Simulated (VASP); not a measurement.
## Sn: single point with LDA

Crystal: Sn.

```xyz
1
Lattice="-1.8381 1.8381 1.8381 1.8381 -1.8381 1.8381 1.8381 1.8381 -1.8381" Properties=species:S:1:pos:R:3 pbc="T T T"
Sn    0.0000    0.0000    0.0000
```

| Property | Result |
| --- | --- |
| Program | VASP 6.6.1 |
| Task | single point |
| Functional | LDA |
| Potentials or basis | VASP PAW LDA potentials, release 64 (Sn_d) |
| Cutoff | 520 eV |
| k mesh | 11 × 11 × 11 |
| Occupations | fermi-dirac, width 0.1 eV |
| Spin | no spin polarisation |
| Dipole correction | no |
| Further INCAR settings | ALGO = Normal; EDIFF = 1e-06; NBANDS = 13 |

The pressure is 2.0 GPa and the band gap on the k mesh is zero (band 7 reaches 17.65 eV, above the bottom of band 8 at 6.31 eV).

Levels at points of the mesh, in eV from the Fermi level:
```
           k point  band 5  band 6  band 7  band 8  band 9  band 10
(0.00, 0.00, 0.00)  -21.32  -11.78    8.71    8.71    8.71    12.39
```

Wall time 6.6 s on 1 thread of Intel(R) Xeon(R) Platinum 8488C (Sapphire Rapids) (shared host), peak memory 0.13 GiB.

Caveat: spin-orbit coupling is left out, which moves the levels of the heavy elements.
